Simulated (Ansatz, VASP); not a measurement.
**C: VASP beside Ansatz**

File POSCAR:

```
C
1.0
    0.0000000000      1.7801241411      1.7801241411
    1.7801241411      0.0000000000      1.7801241411
    1.7801241411      1.7801241411      0.0000000000
C
2
Direct
    0.0000000000      0.0000000000      0.0000000000
    0.2500000000      0.2500000000      0.2500000000
```

INCAR.step1

```
SYSTEM = C
PREC = Accurate
ENCUT = 520
EDIFF = 1E-5
ISMEAR = 0
SIGMA = 0.01
LREAL = .FALSE.
LASPH = .TRUE.
NELM = 60
ALGO = Normal
ISIF = 2
LWAVE = .TRUE.
LCHARG = .FALSE.
GGA = PE
NBANDS = 11
```

The input INCAR.step2:

```
SYSTEM = C
PREC = Accurate
ENCUT = 520
EDIFF = 1E-6
ISMEAR = 0
SIGMA = 0.01
LREAL = .FALSE.
LASPH = .TRUE.
NELM = 60
ALGO = Normal
ISIF = 2
LWAVE = .FALSE.
LCHARG = .FALSE.
GGA = PE
LHFCALC = .TRUE.
HFSCREEN = 0.2079
PRECFOCK = Normal
ISTART = 1
NBANDS = 11
```

The input KPOINTS:

```
regular mesh
0
G
  6 6 6
  0 0 0
```

Input for Ansatz:

```yaml
crystal:
  lattice:
    - [0.0, 1.7801241411, 1.7801241411]
    - [1.7801241411, 0.0, 1.7801241411]
    - [1.7801241411, 1.7801241411, 0.0]
  atoms:
    - { symbol: C, position: [0.0, 0.0, 0.0] }
    - { symbol: C, position: [0.25, 0.25, 0.25] }
kpoints:
  mp_grid: { grid: [6, 6, 6] }
hamiltonian:
  xc: hse06
scf:
  occupations: { method: fixed }
  n_extra_bands: 4
  exx: { singularity: regularized }
output:
  forces: true
  stress: true
  eigenvalues: true
```

Alike in both runs: task single point; functional HSE06; k mesh 6 × 6 × 6; no spin polarisation.

```csv
,VASP,Ansatz
version,VASP 6.6.1,Ansatz 0.2.0
potentials or method,"VASP PAW PBE potentials, release 64 (C)",plane waves
plane-wave cutoff (eV),520,420
occupations,"gaussian, width 0.01 eV",fixed
valence electrons in the cell,8,8
```

```csv
,VASP,Ansatz,Ansatz less VASP
gap on the k mesh at the Fermi level (eV),5.33,5.34,+0.009
pressure (GPa),-4.8,-5.7,-0.94
```

Ansatz's warnings: stress exchange threshold loose, stress scf threshold loose.

The k mesh is coarse, so the values compare programs but aren't converged.
